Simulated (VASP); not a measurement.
Crystal: BiTe.

```xyz
2
Lattice="0.0000 3.2350 3.2350 3.2350 0.0000 3.2350 3.2350 3.2350 0.0000" Properties=species:S:1:pos:R:3 pbc="T T T"
Bi    0.0000    0.0000    0.0000
Te    3.2350    3.2350    3.2350
```

Program: VASP 6.6.1. Alike in all runs: task single point; level PBE; potentials or basis VASP PAW PBE potentials, release 64 (Bi_d, Te); no spin polarisation; cell as given; cutoff (eV) 520; smearing gaussian 0.1 eV.

**Question.** Order these runs on this cell by their pressure, lowest first.
A. k mesh 16 × 16 × 16
B. k mesh 2 × 2 × 2
C. k mesh 1 × 1 × 1

**Answer.** A (0.7 GPa), B (6.3 GPa), C (30.9 GPa).

Caveats: some runs use coarse meshes.
